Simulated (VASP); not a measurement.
# P in VASP: single point with PBEsol

Aim: the single point of P with PBEsol.

Everything below comes from runs of VASP 6.6.1. Logs are shortened: lines on timing, memory, paths and dates and some standing lists are left out, and cuts for length are marked.

### 1 The cell of the first run

The cell holds a slab with vacuum, 4 atoms: a = 3.128 Å, b = 36.003 Å, c = 4.874 Å, α = 90.00°, β = 90.00°, γ = 90.00°.

### 2 Single point, PBEsol (strained and its atoms moved)

INCAR reads:

```
ALGO = Normal ; EDIFF = 1E-6
ENCUT = 520 ; GGA = PS
ISIF = 2 ; ISMEAR = 0
LASPH = True ; LCHARG = False
LREAL = False ; LWAVE = False
NBANDS = 18 ; NELM = 60
PREC = Accurate ; SIGMA = 0.02
```

KPOINTS reads:

```
k-points
0
Gamma
  8 1 6
```

POSCAR reads:

```
P
1.0
    3.1278491651      0.0000000000      0.0000000000
    0.0000000000     36.0034787393      0.0000000000
    0.0000000000      0.0000000000      4.8737405693
P
4
Direct
    0.0000000000      0.9746884760      0.6521477360
    0.0000000000      0.0253115240      0.4104028234
    0.5000000000      0.0253115240      0.0895971766
    0.5000000000      0.9746884760      0.8478522640
```

Potentials or basis: VASP PAW PBE potentials, release 64 (P).

Run with:

```sh
cat potpaw_PBE.64/P/POTCAR > POTCAR
mpirun -np 1 vasp_std > vasp.out
```

OUTCAR:

```text
EDIFF = 1E-6
   ENCUT = 520
   GGA = PS
   ISIF = 2
   ISMEAR = 0
   LASPH = True
   LREAL = False
   NELM = 60
   PREC = Accurate

 ion  position               nearest neighbor table
   1  0.000  0.975  0.652-   4 1.83   4 1.83   2 2.17
   2  0.000  0.025  0.410-   1 2.17   3 2.21   3 2.21
   3  0.500  0.025  0.090-   4 2.17   2 2.21   2 2.21
   4  0.500  0.975  0.848-   1 1.83   1 1.83   3 2.17

  LATTYP: Found a simple orthorhombic cell.
 ALAT       =     3.1278491651
 B/A-ratio  =     1.5581763416
 C/A-ratio  =    11.5106185877

  Lattice vectors:

 A1 = (  -3.1278491651,   0.0000000000,   0.0000000000)
 A2 = (   0.0000000000,   0.0000000000,   4.8737405693)
 A3 = (   0.0000000000,  36.0034787393,   0.0000000000)

Analysis of symmetry for initial positions (statically):
=====================================================================
 Subroutine PRICEL returns:
 Original cell was already a primitive cell.

 Routine SETGRP: Setting up the symmetry group for a
 simple orthorhombic supercell.

 Subroutine GETGRP returns: Found  4 space group operations
 (whereof  2 operations were pure point group operations)
 out of a pool of  8 trial point group operations.

The static configuration has the point symmetry C_1h.
 The point group associated with its full space group is C_2v.

Analysis of symmetry for dynamics (positions and initial velocities):
=====================================================================
 Subroutine PRICEL returns:
 Original cell was already a primitive cell.

 Routine SETGRP: Setting up the symmetry group for a
 simple orthorhombic supercell.

 Subroutine GETGRP returns: Found  4 space group operations
 (whereof  2 operations were pure point group operations)
 out of a pool of  8 trial point group operations.

The dynamic configuration has the point symmetry C_1h.
 The point group associated with its full space group is C_2v.

 Subroutine INISYM returns: Found  4 space group operations
 (whereof  2 operations are pure point group operations),
 and found     1 'primitive' translations

----------------------------------------------------------------------------------------

                                     Primitive cell

  volume of cell :     548.8487

  direct lattice vectors                    reciprocal lattice vectors
     3.127849165  0.000000000  0.000000000     0.319708511  0.000000000  0.000000000
     0.000000000 36.003478739  0.000000000     0.000000000  0.027775094  0.000000000
     0.000000000  0.000000000  4.873740569     0.000000000  0.000000000  0.205181213

  length of vectors
     3.127849165 36.003478739  4.873740569     0.319708511  0.027775094  0.205181213

  position of ions in fractional coordinates (direct lattice)
     0.000000000  0.974688476  0.652147736
     0.000000000  0.025311524  0.410402823
     0.500000000  0.025311524  0.089597177
     0.500000000  0.974688476  0.847852264

  ion indices of the primitive-cell ions
   primitive index   ion index
                 1           1
                 2           2
                 3           3
                 4           4

----------------------------------------------------------------------------------------

 KPOINTS: k-points

Automatic generation of k-mesh.
 Grid dimensions read from file:
 generate k-points for:    8    1    6

 Generating k-lattice:

  Cartesian coordinates                     Fractional coordinates (reciprocal lattice)
     0.039963564  0.000000000  0.000000000     0.125000000  0.000000000  0.000000000
     0.000000000  0.027775094  0.000000000     0.000000000  1.000000000  0.000000000
     0.000000000  0.000000000  0.034196869     0.000000000  0.000000000  0.166666667

  Length of vectors
     0.039963564  0.027775094  0.034196869

  Shift w.r.t. Gamma in fractional coordinates (k-lattice)
     0.000000000  0.000000000  0.000000000

 Subroutine IBZKPT returns following result:
 ===========================================

 Found     20 irreducible k-points:

 Following reciprocal coordinates:
            Coordinates               Weight
  0.000000  0.000000  0.000000      1.000000
  0.125000  0.000000  0.000000      2.000000
  0.250000  0.000000  0.000000      2.000000
  0.375000  0.000000  0.000000      2.000000
  0.500000  0.000000  0.000000      1.000000
  0.000000  0.000000  0.166667      2.000000
[... 12 lines left out ...]
  0.375000  0.000000  0.500000      2.000000
  0.500000  0.000000  0.500000      1.000000
   k-points           NKPTS =     20   k-points in BZ     NKDIM =     20   number of bands    NBANDS=     18
   number of dos      NEDOS =    301   number of ions     NIONS =      4
   total plane-waves  NPLWV = 233280
   dimension x,y,z NGX =    24 NGY =  270 NGZ =   36
   dimension x,y,z NGXF=    48 NGYF=  540 NGZF=   72
   ions per type =               4
   NGX,Y,Z   is equivalent  to a cutoff of  12.76, 12.47, 12.28 a.u.
   NGXF,Y,Z  is equivalent  to a cutoff of  25.51, 24.93, 24.56 a.u.
 SYSTEM =  unknown system
   PREC   = accura    normal or accurate (medium, high low for compatibility)
   ISTART =      0    job   : 0-new  1-cont  2-samecut
   ICHARG =      2    charge: 1-file 2-atom 10-const
   ISPIN  =      1    spin polarized calculation?
   LNONCOLLINEAR =      F non collinear calculations
   LSORBIT =      F    spin-orbit coupling
   LASPH  =      T    aspherical Exc in radial PAW
   ENCUT  =  520.0 eV  38.22 Ry    6.18 a.u.   5.82 66.94  9.06*2*pi/ulx,y,z
   NELM   =     60;   NELMIN=  2; NELMDL= -5     # of ELM steps
   EDIFF  = 0.1E-05   stopping-criterion for ELM
   LREAL  =      F    real-space projection
   EDIFFG = 0.1E-04   stopping-criterion for IOM
   NSW    =      0    number of steps for IOM
   IBRION =     -1    ionic relax: 0-MD 1-quasi-New 2-CG
   NFREE  =      0    steps in history (QN), initial steepest desc. (CG)
   ISIF   =      2    stress and relaxation
   ISYM   =      2    0-nonsym 1-usesym 2-fastsym
   POTIM  = 0.5000    time-step for ionic-motion
   TEBEG  =    0.0;   TEEND  =   0.0 temperature during run
   PSTRESS=    0.0 pullay stress
   NELECT =      20.0000    total number of electrons
   NUPDOWN=      -1.0000    fix difference up-down
   EMIN   =  10.00;   EMAX   =-10.00  energy-range for DOS
   EFERMI =   0.00;   METHOD = LEGACY
   ISMEAR =     0;   SIGMA  =   0.02  broadening in eV -4-tet -1-fermi 0-gaus
   EFERMI_NEDOS =   21; number of points for ismear=-14 and -15
   IALGO  =     38    algorithm
   IMIX   =      4    mixing-type and parameters
     AMIX     =   0.40;   BMIX     =  1.00
     AMIX_MAG =   1.60;   BMIX_MAG =  1.00
  volume/ion in A,a.u.               =     137.21       925.95
  Fermi-wavevector in a.u.,A,eV,Ry     =   0.542751  1.025651  4.007985  0.294579
  Thomas-Fermi vector in A             =   1.570920
   LORBIT       =      0    0 simple, 1 ext, 2 COOP (PROOUT), +10 PAW based schemes
   GGA     = PS    functional components
   LHFCALC =     F    Hartree Fock is set to
   AEXX    =    0.0000 exact exchange contribution
   IVDW    =     0    specifies the selected vdW correction
   LEPSILON=     F    determine dielectric tensor
   LRPA    =     F    only Hartree local field effects (RPA)
 non-spin polarized calculation
 Gauss-broadening in eV      SIGMA  =   0.02
  energy-cutoff  :      520.00
  volume of cell :      548.85
 maximum number of plane-waves:     14864
 NGX is ok and might be reduce to    24
   NGX = 11   NGY =133   NGZ = 19

 number of electron      20.0000002 magnetization

 Free energy of the ion-electron system (eV)
  ---------------------------------------------------
  ext. energy  EPLUGINS =         0.00000000
  ---------------------------------------------------
  free energy    TOTEN  =       -19.84266326 eV

  energy without entropy =      -19.84266326  energy(sigma->0) =      -19.84266326

 E-fermi :  -3.0178     XC(G=0):  -1.6372

 val. band max:       -3.1514049616   @ k =   0.1250   0.0000   0.0000
 cond. band min:      -2.6743134586   @ k =   0.0000   0.0000   0.3333
 fundamental gap:      0.4770915031
 Fermi energy:        -3.0178043149

 k-point     1 :       0.0000    0.0000    0.0000
  band No.  band energies     occupation
      1     -20.4185      2.00000
      2     -16.8847      2.00000
      3     -13.4483      2.00000
      4     -10.3528      2.00000
      5      -9.2851      2.00000
      6      -8.1118      2.00000
[... 10 lines left out ...]
     17       1.5165      0.00000
     18       1.6662      0.00000

 k-point     2 :       0.1250    0.0000    0.0000
  band No.  band energies     occupation
      1     -20.2050      2.00000
      2     -16.6726      2.00000
      3     -13.4276      2.00000
      4     -10.3293      2.00000
      5     -10.1761      2.00000
      6      -7.9471      2.00000
[... 10 lines left out ...]
     17       1.7613      0.00000
     18       1.7906      0.00000

 k-point     3 :       0.2500    0.0000    0.0000
  band No.  band energies     occupation
      1     -19.5690      2.00000
      2     -16.0423      2.00000
      3     -13.8704      2.00000
      4     -11.6728      2.00000
      5      -9.6910      2.00000
      6      -8.8227      2.00000
[... 10 lines left out ...]
     17       2.3200      0.00000
     18       2.3237      0.00000

 k-point     4 :       0.3750    0.0000    0.0000
  band No.  band energies     occupation
      1     -18.5261      2.00000
      2     -15.4214      2.00000
      3     -15.0171      2.00000
      4     -12.3415      2.00000
      5      -9.8871      2.00000
      6      -9.1950      2.00000
[... 291 lines left out ...]
      4     -12.4795      2.00000
      5     -10.4312      2.00000
      6      -8.8905      2.00000
[... 10 lines left out ...]
     17       2.2902      0.00000
     18       2.9750      0.00000

 k-point    19 :       0.3750    0.0000    0.5000
  band No.  band energies     occupation
      1     -18.2777      2.00000
      2     -16.0606      2.00000
      3     -14.4762      2.00000
      4     -12.8358      2.00000
      5      -9.7496      2.00000
      6      -9.6574      2.00000
[... 10 lines left out ...]
     17       3.0540      0.00000
     18       3.5418      0.00000

 k-point    20 :       0.5000    0.0000    0.5000
  band No.  band energies     occupation
      1     -16.9261      2.00000
      2     -16.9261      2.00000
      3     -14.0687      2.00000
      4     -14.0687      2.00000
      5      -9.2718      2.00000
      6      -9.2718      2.00000
[... 10 lines left out ...]
     17       3.7338      0.00000
     18       3.7338      0.00000

------------------------ aborting loop because EDIFF is reached ----------------------------------------

  FORCE on cell =-STRESS in cart. coord.  units (eV):
  Direction    XX          YY          ZZ          XY          YZ          ZX
  --------------------------------------------------------------------------------------
  -------------------------------------------------------------------------------------
  Total       21.9871105      3.4779949      8.7479414      0.0000000      0.0000000      0.0000000
  in kB       64.1838948     10.1528239     25.5366411      0.0000000      0.0000000      0.0000000
  external PRESSURE =      33.2911199 kB  Pullay stress =       0.0000000 kB

 VOLUME and BASIS-vectors are now :
 -----------------------------------------------------------------------------
  energy-cutoff  :      520.00
  volume of cell :      548.85
      direct lattice vectors                 reciprocal lattice vectors
     3.127849165  0.000000000  0.000000000     0.319708511  0.000000000  0.000000000
     0.000000000 36.003478739  0.000000000     0.000000000  0.027775094  0.000000000
     0.000000000  0.000000000  4.873740569     0.000000000  0.000000000  0.205181213

 POSITION                                       TOTAL-FORCE (eV/Angst)
 -----------------------------------------------------------------------------------
      0.00000     35.09218      3.17840         0.000000     -0.959353     -9.793511
      0.00000      0.91130      2.00020         0.000000      0.959353     -1.350761
      1.56392      0.91130      0.43667         0.000000      0.959353      1.350761
      1.56392     35.09218      4.13221         0.000000     -0.959353      9.793511
 -----------------------------------------------------------------------------------
    total drift:                               -0.000000      0.000041      0.000000

  FREE ENERGIE OF THE ION-ELECTRON SYSTEM (eV)
  ---------------------------------------------------
  free  energy   TOTEN  =       -19.8426632619 eV

  energy  without entropy=      -19.8426632619  energy(sigma->0) =      -19.84266326
```

Run time: 2.5 min. Hardware: 1 thread of Intel Xeon 6975P-C (Granite Rapids), shared host; peak memory 0.57 GiB.

Results:

| Quantity | Value |
| --- | --- |
| Free energy | -19.8427 eV |
| Largest force | 9.840 eV/Å |
| Band gap on the k mesh | 0.48 eV (least direct gap 1.27 eV) |

Forces on the atoms (eV/Å):
```
P    0.000 -0.959 -9.794
P    0.000  0.959 -1.351
P    0.000  0.959  1.351
P    0.000 -0.959  9.794
```

Caveat: the cell differs from its parent crystal (strained and its atoms moved); there is no dipole correction, which matters where the two faces differ; semilocal functionals underestimate gaps, and a narrow one can read as zero; the PAW data sets were made with another functional, which shifts forces and pressure a little.
